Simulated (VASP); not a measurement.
Input of a VASP 6.6.1 run:

INCAR

```
SYSTEM = NaSe
  PREC = Accurate
  ENCUT = 520
  EDIFF = 1E-6
  ISMEAR = -1
  SIGMA = 0.15
  LREAL = .False.
  LASPH = .True.
  NELM = 60
  ALGO = Normal
  ISIF = 2
  LWAVE = .False.
  LCHARG = .False.
  GGA = PS
  NBANDS = 14
```

File KPOINTS:

```
Automatic mesh
0
Gamma
  7 7 7
  0 0 0
```

File POSCAR:

```
NaSe
1.0
    4.1378556915      0.0000000000      0.0000000000
    2.0689278458      3.5834881461      0.0000000000
    2.0689278458      1.1944960487      3.3785450245
Na Se
1 1
Direct
    0.0000000000      0.0000000000      0.0000000000
    0.5000000000      0.5000000000      0.5000000000
```

Potentials or basis: VASP PAW PBE potentials, release 64 (Na_pv, Se).

Run with:

```sh
$ cat potpaw_PBE.64/Na_pv/POTCAR potpaw_PBE.64/Se/POTCAR > POTCAR
$ mpirun -np 1 vasp_std > vasp.out
```

Task: Estimate the pressure.

Result: 0.1 GPa.

Caveat: the PAW data sets were made with another functional, which shifts forces and pressure a little.
